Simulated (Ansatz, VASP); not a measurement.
Given: the input of a run of VASP 6.6.1 on Al2Cu.

Contents of INCAR:

```
PREC = Accurate ; ENCUT = 520
EDIFF = 1E-6 ; ISMEAR = -1
SIGMA = 0.05 ; LREAL = F
LASPH = T ; NELM = 100
ALGO = Fast ; ISIF = 2
LWAVE = F ; LCHARG = F
GGA = PS ; NBANDS = 16
```

The input KPOINTS:

```
regular mesh
0
Gamma
  6 6 8
```

POSCAR

```
Al2Cu
1.0
    4.0641301800      0.0000000000      0.0000000000
    0.0000000000      4.0641301800      0.0000000000
    0.0000000000      0.0000000000      2.8913130000
Cu Al
1 2
Direct
    0.0000000000      0.0000000000      0.0000000000
    0.0000000000      0.5000000000      0.5000000000
    0.5000000000      0.0000000000      0.5000000000
```

Potentials or basis: VASP PAW PBE potentials, release 64 (Cu, Al).

Command:

```console
$ cat potpaw_PBE.64/Cu/POTCAR potpaw_PBE.64/Al/POTCAR > POTCAR
$ mpirun -np 1 vasp_std > vasp.out
```

Q: Set up the same calculation for Ansatz 0.2.0. Potentials there: Ansatz PAW.

A: As run (the cutoff follows the program's own potentials):

The input input.yaml:

```yaml
crystal:
  lattice:
    - [4.06413018, 0.0, 0.0]
    - [0.0, 4.06413018, 0.0]
    - [0.0, 0.0, 2.891313]
  atoms:
    - { symbol: Cu, position: [0.0, 0.0, 0.0] }
    - { symbol: Al, position: [0.0, 0.5, 0.5] }
    - { symbol: Al, position: [0.5, 0.0, 0.5] }
hamiltonian:
  xc: pbesol
  pseudopotentials: { kind: paw }
kpoints:
  mp_grid: { grid: [6, 6, 8] }
scf:
  occupations: { method: fermi_dirac, width: 0.05 }
output:
  forces: true
  stress: true
  eigenvalues: true
```

Potentials or basis: Ansatz PAW.

Run with:

```console
$ ansatz run input.yaml --threads 2 --pin off --max-ram 5632MiB --backend cpu --events-out ev --progress --plain --runs-dir out
```

Both were run:

|  | VASP | Ansatz | Ansatz less VASP |
| --- | --- | --- | --- |
| gap on the k mesh at the Fermi level (eV) | none | none | - |
| pressure (GPa) | 1.0 | -0.3 | -1.31 |
| traceless stress, the component that is largest in VASP (GPa) | -1.33 | -1.35 | -0.017 |

VASP's potentials were made for PBE, not for PBEsol. A gap of «none» marks a metal or a gap that the smearing closes. VASP's potentials hold 17 valence electrons a cell and Ansatz's 25, so a difference there can come from the potentials and not from the codes.
